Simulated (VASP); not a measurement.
Set up this calculation in VASP 6.6.1, as the native input.

```yaml
Task: single point
Functional: r2SCAN
Potentials_or_basis: VASP PAW PBE potentials, release 64 (B, As)
Cutoff: 520 eV
k_mesh: 12 × 12 × 12
Occupations: gaussian, width 0.05 eV
Spin: no spin polarisation
Dipole_correction: no
Further_INCAR_settings: ALGO = Normal; EDIFF = 1e-07; NBANDS = 11
```

BAs:

```
B As
1.0
     0.00000    2.52507    2.14631
     2.52507    0.00000    2.14631
     2.52507    2.52507    0.00000
B As
1 1
Direct
  0.00000 0.00000 0.00000
  0.75000 0.75000 0.75000
```

This cell differs from its parent crystal: ratio of the length along z to the lengths across it x 0.85, volume and fractional coordinates fixed.

One way to write it, as run:

POSCAR

```
BAs
1.0
    0.0000000000      2.5250685107      2.1463082341
    2.5250685107      0.0000000000      2.1463082341
    2.5250685107      2.5250685107      0.0000000000
B As
1 1
Direct
    0.0000000000      0.0000000000      0.0000000000
    0.7500000000      0.7500000000      0.7500000000
```

INCAR.step1

```
SYSTEM = BAs
PREC = Accurate
ENCUT = 520
ISMEAR = 0
SIGMA = 0.05
LREAL = .FALSE.
LASPH = .TRUE.
NELM = 60
NBANDS = 11
GGA = PE
ALGO = Normal
EDIFF = 1E-4
LWAVE = .TRUE.
LCHARG = .FALSE.
```

INCAR.step2

```
SYSTEM = BAs
PREC = Accurate
ENCUT = 520
EDIFF = 1E-7
ISMEAR = 0
SIGMA = 0.05
LREAL = .FALSE.
LASPH = .TRUE.
NELM = 60
ALGO = Normal
ISIF = 2
LWAVE = .FALSE.
LCHARG = .FALSE.
METAGGA = R2SCAN
LMIXTAU = .TRUE.
NBANDS = 11
ISTART = 1
```

KPOINTS

```
Automatic mesh
0
G
  12 12 12
  0 0 0
```

Potentials or basis: VASP PAW PBE potentials, release 64 (B, As).

Command:

```sh
$ cat potpaw_PBE.64/B/POTCAR potpaw_PBE.64/As/POTCAR > POTCAR
$ cp INCAR.step1 INCAR
$ mpirun -np 1 vasp_std > vasp.out
$ cp INCAR.step2 INCAR
$ mpirun -np 1 vasp_std > vasp.out
```

Results of the run:

The pressure is -0.2 GPa and the band gap on the k mesh is zero (bands 4 and 5 overlap by 0.96 eV).

Caveat: the PAW data sets were made with another functional, which shifts forces and pressure a little.

Wall time 2.4 min on 1 thread of Intel(R) Xeon(R) Platinum 8488C (Sapphire Rapids), on a shared host, peak memory 0.2 GiB.
